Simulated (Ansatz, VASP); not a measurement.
## One calculation of Sc3I2, two programs

File INCAR:

```
SYSTEM = Sc3I2
PREC = Accurate ; ENCUT = 600
EDIFF = 1E-6 ; ISMEAR = 0
SIGMA = 0.1 ; LREAL = .False.
LASPH = .True. ; NELM = 100
ALGO = Normal ; ISIF = 3
LWAVE = .False. ; LCHARG = .False.
GGA = PE ; IBRION = 2
NSW = 90 ; EDIFFG = -0.04
```

KPOINTS

```
Automatic mesh
0
Gamma
  3 3 3
  0 0 0
```

The input POSCAR:

```
Sc3I2
1.0
    3.5870709741      2.0709963925      6.5290078454
   -3.5870709741      2.0709963925      6.5290078454
    0.0000000000     -4.1419927851      6.5290078454
Sc I
6 4
Direct
    0.0562500000      0.4437500000      0.7500000000
    0.7500000000      0.0562500000      0.4437500000
    0.4437500000      0.7500000000      0.0562500000
    0.9437500000      0.5562500000      0.2500000000
    0.2500000000      0.9437500000      0.5562500000
    0.5562500000      0.2500000000      0.9437500000
    0.8521800000      0.8521800000      0.8521800000
    0.6478200000      0.6478200000      0.6478200000
    0.1478200000      0.1478200000      0.1478200000
    0.3521800000      0.3521800000      0.3521800000
```

Input for Ansatz:

```yaml
crystal:
  lattice:
    - [3.5870709741, 2.0709963925, 6.5290078454]
    - [-3.5870709741, 2.0709963925, 6.5290078454]
    - [0.0, -4.1419927851, 6.5290078454]
  atoms:
    - { symbol: Sc, position: [0.05625, 0.44375, 0.75] }
    - { symbol: Sc, position: [0.75, 0.05625, 0.44375] }
    - { symbol: Sc, position: [0.44375, 0.75, 0.05625] }
    - { symbol: Sc, position: [0.94375, 0.55625, 0.25] }
    - { symbol: Sc, position: [0.25, 0.94375, 0.55625] }
    - { symbol: Sc, position: [0.55625, 0.25, 0.94375] }
    - { symbol: I, position: [0.85218, 0.85218, 0.85218] }
    - { symbol: I, position: [0.64782, 0.64782, 0.64782] }
    - { symbol: I, position: [0.14782, 0.14782, 0.14782] }
    - { symbol: I, position: [0.35218, 0.35218, 0.35218] }
basis:
  ecutwfc: 420
kpoints:
  mp_grid: { grid: [3, 3, 3] }
hamiltonian:
  xc: pbe
scf:
  occupations: { method: gaussian, width: 0.1 }
  lower_state_search: "off"
output:
  forces: true
  stress: true
  eigenvalues: true
relax:
  adjacent_minimum: "off"
  f_tol: 0.04
  max_steps: 70
  cell: { stress_tol: 0.4 }
```

Alike in both runs: task relaxation of cell and atoms; functional PBE; k mesh 3 × 3 × 3; occupations gaussian, width 0.1 eV; no spin polarisation.

|  | VASP | Ansatz |
| --- | --- | --- |
| version | VASP 6.6.1 | Ansatz 0.2.0 |
| potentials or method | VASP PAW PBE potentials, release 64 (Sc_sv, I), cutoff 600 eV | scalar-relativistic, plane waves, PAW |
| valence electrons in the cell | 94 | 134 |

VASP gave:

| Item | Value |
| --- | --- |
| gap on the k mesh at the Fermi level, each at its own relaxed structure (eV) | none |
| relaxed volume (Å³/atom) | 28.46 |
| relaxed cell length with the largest relative difference (Å) | 7.560 |

**Question.** Which values does Ansatz return?

**Answer.** gap on the k mesh at the Fermi level, each at its own relaxed structure (eV): none; relaxed volume (Å³/atom): 28.39; relaxed cell length with the largest relative difference (Å): 7.592.

A gap of «none» marks a metal or a gap that the smearing closes. VASP's potentials hold 94 valence electrons a cell and Ansatz's 134, so a difference there can come from the potentials and not from the codes.

Spin-orbit coupling is off throughout.
